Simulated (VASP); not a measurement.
# Cr (Im-3m) in VASP: further runs

The runs below take Cr through single point, with PBE.

Everything below comes from runs of VASP 6.6.1. Logs are shortened: lines on timing, memory, paths and dates and some standing lists are left out, and cuts for length are marked.

### Step 1. The cell of the first run

It takes space group Im-3m (No. 229, cubic). Conventional cell: a = 2.848 Å, b = 2.848 Å, c = 2.848 Å, α = 90.00°, β = 90.00°, γ = 90.00°. Cr (site symmetry m-3m) has 14 Cr at 2.47 to 2.85 Å within 3.3 Å.

### Step 2. Single point, PBE, collinear spin, ferromagnetic start

INCAR

```
SYSTEM = Cr
PREC = Accurate
ENCUT = 520
EDIFF = 1E-6
ISMEAR = 0
SIGMA = 0.01
LREAL = .FALSE.
LASPH = .TRUE.
NELM = 150
ALGO = Normal
ISIF = 2
LWAVE = .FALSE.
LCHARG = .FALSE.
ISPIN = 2
MAGMOM = 1.5
LORBIT = 11
LMAXMIX = 4
GGA = PE
NBANDS = 16
```

KPOINTS

```
Automatic mesh
0
G
  15 15 15
  0 0 0
```

POSCAR

```
Cr
1.0
   -1.4240148648      1.4240148648      1.4240148648
    1.4240148648     -1.4240148648      1.4240148648
    1.4240148648      1.4240148648     -1.4240148648
Cr
1
Direct
    0.0000000000      0.0000000000      0.0000000000
```

Potentials or basis: VASP PAW PBE potentials, release 64 (Cr_pv).

Command:

```console
cat potpaw_PBE.64/Cr_pv/POTCAR > POTCAR
mpirun -np 1 vasp_std > vasp.out
```

OUTCAR:

```text
SYSTEM = Cr
   PREC = Accurate
   ENCUT = 520
   EDIFF = 1E-6
   ISMEAR = 0
   LREAL = .FALSE.
   LASPH = .TRUE.
   NELM = 150
   ISIF = 2
   ISPIN = 2
   LORBIT = 11
   GGA = PE

 ion  position               nearest neighbor table
   1  0.000  0.000  0.000-

  LATTYP: Found a body centered cubic cell.
 ALAT       =     2.8480297296

  Lattice vectors:

 A1 = (  -1.4240148648,   1.4240148648,   1.4240148648)
 A2 = (   1.4240148648,  -1.4240148648,   1.4240148648)
 A3 = (   1.4240148648,   1.4240148648,  -1.4240148648)

Analysis of symmetry for initial positions (statically):
=====================================================================
 Subroutine PRICEL returns:
 Original cell was already a primitive cell.

 Routine SETGRP: Setting up the symmetry group for a
 body centered cubic supercell.

 Subroutine GETGRP returns: Found 48 space group operations
 (whereof 48 operations were pure point group operations)
 out of a pool of 48 trial point group operations.

The static configuration has the point symmetry O_h .

Analysis of symmetry for dynamics (positions and initial velocities):
=====================================================================
 Subroutine PRICEL returns:
 Original cell was already a primitive cell.

 Routine SETGRP: Setting up the symmetry group for a
 body centered cubic supercell.

 Subroutine GETGRP returns: Found 48 space group operations
 (whereof 48 operations were pure point group operations)
 out of a pool of 48 trial point group operations.

The dynamic configuration has the point symmetry O_h .

Analysis of structural, dynamic, and magnetic symmetry:
=====================================================================
 Subroutine PRICEL returns:
 Original cell was already a primitive cell.

 Routine SETGRP: Setting up the symmetry group for a
 body centered cubic supercell.

 Subroutine GETGRP returns: Found 48 space group operations
 (whereof 48 operations were pure point group operations)
 out of a pool of 48 trial point group operations.

The overall configuration has the point symmetry O_h .

 Subroutine INISYM returns: Found 48 space group operations
 (whereof 48 operations are pure point group operations),
 and found     1 'primitive' translations

----------------------------------------------------------------------------------------

                                     Primitive cell

  volume of cell :      11.5506

  direct lattice vectors                    reciprocal lattice vectors
[... 97 lines left out ...]
   NUPDOWN=      -1.0000    fix difference up-down
   EMIN   =  10.00;   EMAX   =-10.00  energy-range for DOS
   EFERMI =   0.00;   METHOD = LEGACY
   ISMEAR =     0;   SIGMA  =   0.01  broadening in eV -4-tet -1-fermi 0-gaus
   EFERMI_NEDOS =   21; number of points for ismear=-14 and -15
   IALGO  =     38    algorithm
   IMIX   =      4    mixing-type and parameters
     AMIX     =   0.40;   BMIX     =  1.00
     AMIX_MAG =   1.60;   BMIX_MAG =  1.00
  volume/ion in A,a.u.               =      11.55        77.95
  Fermi-wavevector in a.u.,A,eV,Ry     =   1.658062  3.133283 37.404716  2.749169
  Thomas-Fermi vector in A             =   2.745707
   LORBIT       =     11    0 simple, 1 ext, 2 COOP (PROOUT), +10 PAW based schemes
   GGA     = PE    functional components
   LHFCALC =     F    Hartree Fock is set to
   AEXX    =    0.0000 exact exchange contribution
   IVDW    =     0    specifies the selected vdW correction
   LEPSILON=     F    determine dielectric tensor
   LRPA    =     F    only Hartree local field effects (RPA)
 spin polarized calculation
 Gauss-broadening in eV      SIGMA  =   0.01
  energy-cutoff  :      520.00
  volume of cell :       11.55
 maximum number of plane-waves:       321
   NGX =  9   NGY =  9   NGZ =  9

 number of electron      12.0000000 magnetization       1.5000000

 number of electron      11.9999994 magnetization      -0.0315958

 Free energy of the ion-electron system (eV)
  ---------------------------------------------------
  ext. energy  EPLUGINS =         0.00000000
  ---------------------------------------------------
  free energy    TOTEN  =        -9.50882130 eV

  energy without entropy =       -9.50873897  energy(sigma->0) =       -9.50878014

 E-fermi :  10.9962     XC(G=0): -13.6708

 val. band max:       10.9897522800   @ k =  -0.2667   0.3333   0.1333
 cond. band min:      10.9962725442   @ k =  -0.2667   0.2667   0.1333
 fundamental gap:      0.0065202641
 Fermi energy:        10.9962459822

 spin component 1

 k-point     1 :       0.0000    0.0000    0.0000
  band No.  band energies     occupation
      1     -31.7114      1.00000
      2     -31.7114      1.00000
      3     -31.7114      1.00000
      4       3.1205      1.00000
      5      10.0981      1.00000
      6      10.0981      1.00000
[... 435 lines left out ...]
      5       8.6462      1.00000
      6       9.8682      1.00000
[... 8 lines left out ...]
     15      40.2445      0.00000
     16      45.3357      0.00000

 [... further k-points ...]

 spin component 2

 k-point     1 :       0.0000    0.0000    0.0000
  band No.  band energies     occupation
      1     -31.7435      1.00000
      2     -31.7435      1.00000
      3     -31.7435      1.00000
      4       3.1125      1.00000
      5      10.0634      1.00000
      6      10.0634      1.00000
[... 435 lines left out ...]
      5       8.6177      1.00000
      6       9.8511      1.00000
[... 8 lines left out ...]
     15      40.2359      0.00000
     16      45.3225      0.00000

 [... further k-points ...]
[... 5 lines left out ...]
  --------------------------------------------------------------------------------------
  -------------------------------------------------------------------------------------
  Total       -0.0553768     -0.0553768     -0.0553768      0.0000000      0.0000000      0.0000000
  in kB       -7.6812972     -7.6812972     -7.6812972      0.0000000      0.0000000      0.0000000
  external PRESSURE =      -7.6812972 kB  Pullay stress =       0.0000000 kB

 VOLUME and BASIS-vectors are now :
 -----------------------------------------------------------------------------
  energy-cutoff  :      520.00
  volume of cell :       11.55
      direct lattice vectors                 reciprocal lattice vectors
    -1.424014865  1.424014865  1.424014865     0.000000000  0.351119930  0.351119930
     1.424014865 -1.424014865  1.424014865     0.351119930  0.000000000  0.351119930
     1.424014865  1.424014865 -1.424014865     0.351119930  0.351119930  0.000000000

 POSITION                                       TOTAL-FORCE (eV/Angst)
 -----------------------------------------------------------------------------------
      0.00000      0.00000      0.00000         0.000000      0.000000      0.000000
 -----------------------------------------------------------------------------------
    total drift:                                0.000000      0.000000      0.000000

  FREE ENERGIE OF THE ION-ELECTRON SYSTEM (eV)
  ---------------------------------------------------
  free  energy   TOTEN  =        -9.5088213033 eV

  energy  without entropy=       -9.5087389688  energy(sigma->0) =       -9.50878014

 total charge

# of ion       s       p       d       tot
------------------------------------------
    1        0.440   6.400   4.220  11.061

 magnetization (x)

# of ion       s       p       d       tot
------------------------------------------
    1        0.000  -0.000  -0.031  -0.031
```

OSZICAR:

```text
N       E                     dE             d eps       ncg     rms          rms(c)
DAV:   1     0.804226215334E+02    0.80423E+02   -0.61090E+03  7856   0.851E+02
DAV:   2    -0.930711314065E+01   -0.89730E+02   -0.85414E+02  8416   0.248E+02
DAV:   3    -0.107961370426E+02   -0.14890E+01   -0.14859E+01  8776   0.351E+01
DAV:   4    -0.108010612006E+02   -0.49242E-02   -0.49241E-02  8936   0.201E+00
DAV:   5    -0.108010960938E+02   -0.34893E-04   -0.34892E-04  8656   0.151E-01    0.149E+01
DAV:   6    -0.951286392037E+01    0.12882E+01   -0.20904E+00  7872   0.264E+01    0.287E+00
DAV:   7    -0.951640287389E+01   -0.35390E-02   -0.64598E-02  8064   0.235E+00    0.153E+00
DAV:   8    -0.951117566760E+01    0.52272E-02   -0.30330E-03  9152   0.555E-01    0.897E-01
DAV:   9    -0.950868392884E+01    0.24917E-02   -0.15244E-03  8456   0.458E-01    0.162E-01
DAV:  10    -0.950882143628E+01   -0.13751E-03   -0.19913E-04  8416   0.103E-01    0.431E-02
DAV:  11    -0.950882644803E+01   -0.50117E-05   -0.71251E-06  9056   0.273E-02    0.223E-02
DAV:  12    -0.950882169768E+01    0.47504E-05   -0.18009E-06  7304   0.100E-02    0.392E-03
DAV:  13    -0.950882130328E+01    0.39440E-06   -0.26976E-07  4536   0.511E-03
   1 F= -.95088213E+01 E0= -.95087801E+01  d E =-.823345E-04  mag=    -0.0316
```

It took 29 s on 1 thread of Intel Xeon 6975P-C, shared host; peak memory 0.14 GiB.

Results:

```
Free energy                                           : -9.5088 eV
Pressure                                              : -0.8 GPa
Band gap on the k mesh                                : zero (filled and empty bands overlap)
Net moment                                            : -0.03 μB per cell
Site moments                                          : Cr -0.03 μB
Valence electrons inside the program's atomic spheres : Cr 11.06
```

Caveat: the starting moments collapsed, and a magnetic state may lie lower.

### Step 3. Single point, PBE, collinear spin, ferromagnetic start

INCAR

```
PREC = Accurate
ENCUT = 520
EDIFF = 1E-6
ISMEAR = 0
SIGMA = 0.03
LREAL = F
LASPH = T
NELM = 150
ALGO = Normal
ISIF = 2
LWAVE = F
LCHARG = F
ISPIN = 2
MAGMOM = 1.5
LORBIT = 11
LMAXMIX = 4
GGA = PE
NBANDS = 16
```

KPOINTS

```
regular mesh
0
Gamma
  15 15 15
```

POSCAR is that of step 2.

Potentials or basis: VASP PAW PBE potentials, release 64 (Cr_pv).

Command:

```console
cat potpaw_PBE.64/Cr_pv/POTCAR > POTCAR
mpirun -np 1 vasp_std > vasp.out
```

It took 26 s on 1 thread of Intel Xeon 6975P-C, shared host; peak memory 0.14 GiB.

It converged, with:

```
Free energy                                           : -9.5092 eV
Pressure                                              : -0.7 GPa
Band gap on the k mesh                                : zero (filled and empty bands overlap)
Net moment                                            : 0.00 μB per cell
Valence electrons inside the program's atomic spheres : Cr 11.06
```

Levels at points of the mesh, in eV from the Fermi level:
Spin up:
```csv
k point,band 3,band 4,band 5,band 6,band 7,band 8,band 9,band 10
"(0.00, 0.00, 0.00)",-42.73,-7.88,-0.92,-0.92,-0.92,1.14,1.14,7.12
```
Spin down:
| k point | band 4 | band 5 | band 6 | band 7 | band 8 | band 9 |
| --- | --- | --- | --- | --- | --- | --- |
| (0.00, 0.00, 0.00) | -7.88 | -0.92 | -0.92 | -0.92 | 1.14 | 1.14 |

Caveat: the starting moments collapsed, and a magnetic state may lie lower.

### Step 4. Single point, PBE, collinear spin, ferromagnetic start

INCAR

```
PREC = Accurate
ENCUT = 520
EDIFF = 1E-7
ISMEAR = 0
SIGMA = 0.1
LREAL = F
LASPH = T
NELM = 150
ALGO = Normal
ISIF = 2
LWAVE = F
LCHARG = T
ISPIN = 2
MAGMOM = 1.5
LORBIT = 11
LMAXMIX = 4
GGA = PE
LELF = T
LVHAR = T
NBANDS = 16
```

KPOINTS is that of step 3.

POSCAR is that of step 3.

Command:

```console
cat potpaw_PBE.64/Cr_pv/POTCAR > POTCAR
mpirun -np 1 vasp_std > vasp.out
```

Run time: 30 s. Hardware: 1 thread of Intel Xeon 6975P-C, shared host; peak memory 0.15 GiB.

It converged, with:

| Item | Value |
| --- | --- |
| Free energy | -9.5121 eV |
| Pressure | -0.6 GPa |
| Band gap on the k mesh | zero (filled and empty bands overlap) |
| Net moment | 0.00 μB per cell |
| Valence electrons inside the program's atomic spheres | Cr 11.06 |

Levels at points of the mesh, in eV from the Fermi level:
Spin up:
| k point | band 3 | band 4 | band 5 | band 6 | band 7 | band 8 | band 9 | band 10 |
| --- | --- | --- | --- | --- | --- | --- | --- | --- |
| (0.00, 0.00, 0.00) | -42.72 | -7.87 | -0.91 | -0.91 | -0.91 | 1.14 | 1.14 | 7.12 |
Spin down:
```
           k point  band 4  band 5  band 6  band 7  band 8  band 9
(0.00, 0.00, 0.00)   -7.87   -0.91   -0.91   -0.91    1.14    1.14
```

Caveat: the starting moments collapsed, and a magnetic state may lie lower.

### Step 5. Single point, PBE, collinear spin, ferromagnetic start

INCAR

```
PREC = Accurate ; ENCUT = 520
EDIFF = 1E-6 ; ISMEAR = 0
SIGMA = 0.2 ; LREAL = False
LASPH = True ; NELM = 150
ALGO = Normal ; ISIF = 2
LWAVE = False ; LCHARG = True
ISPIN = 2 ; MAGMOM = 1.5
LORBIT = 11 ; LMAXMIX = 4
GGA = PE ; LELF = True
LVHAR = True ; NBANDS = 16
```

KPOINTS

```
Automatic mesh
0
Gamma
  15 15 15
```

POSCAR is that of step 4.

Command:

```console
cat potpaw_PBE.64/Cr_pv/POTCAR > POTCAR
mpirun -np 1 vasp_std > vasp.out
```

Wall time 32 s (1 thread of Intel Xeon 6975P-C, shared host); peak memory 0.15 GiB.

The run converged. Its results:

| Quantity | Value |
| --- | --- |
| Free energy | -9.5195 eV |
| Pressure | -0.4 GPa |
| Band gap on the k mesh | zero (filled and empty bands overlap) |
| Net moment | 0.00 μB per cell |
| Valence electrons inside the program's atomic spheres | Cr 11.06 |

Levels at points of the mesh, in eV from the Fermi level:
Spin up:
```
           k point  band 3  band 4  band 5  band 6  band 7  band 8  band 9  band 10
(0.00, 0.00, 0.00)  -42.72   -7.86   -0.91   -0.91   -0.91    1.15    1.15     7.12
```
Spin down:
```
           k point  band 4  band 5  band 6  band 7  band 8  band 9
(0.00, 0.00, 0.00)   -7.86   -0.91   -0.91   -0.91    1.15    1.15
```

Caveat: the starting moments collapsed, and a magnetic state may lie lower.
